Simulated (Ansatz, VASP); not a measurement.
## Two plane-wave programs on Al3Cl

```
Al Cl
1.0
     0.00000    3.38847    3.38847
     3.38847    0.00000    3.38847
     3.38847    3.38847    0.00000
Al Cl
3 1
Direct
  0.25000 0.25000 0.25000
  0.75000 0.75000 0.75000
  0.50000 0.50000 0.50000
  0.00000 0.00000 0.00000
```

Alike in both runs: functional PBE; k mesh 5 × 5 × 5; occupations gaussian, width 0.2 eV; no spin polarisation.

Ansatz relaxed the structure, and its values are those at the end. VASP's run is a single point on that final structure, the one shown.

|  | VASP | Ansatz |
| --- | --- | --- |
| version | VASP 6.6.1 | Ansatz 0.2.0 |
| potentials or method | VASP PAW PBE potentials, release 64 (Al, Cl), cutoff 500 eV | scalar-relativistic, plane waves, PAW |
| valence electrons in the cell | 16 | 16 |

```tsv
	VASP	Ansatz	Ansatz less VASP
gap on the k mesh at the Fermi level (eV)	none	none	-
pressure (GPa)	-0.4	-0.4	+0.04
```

A gap of «none» marks a metal or a gap that the smearing closes. With one functional, cell and mesh, what is left measures potentials, basis and numerics.
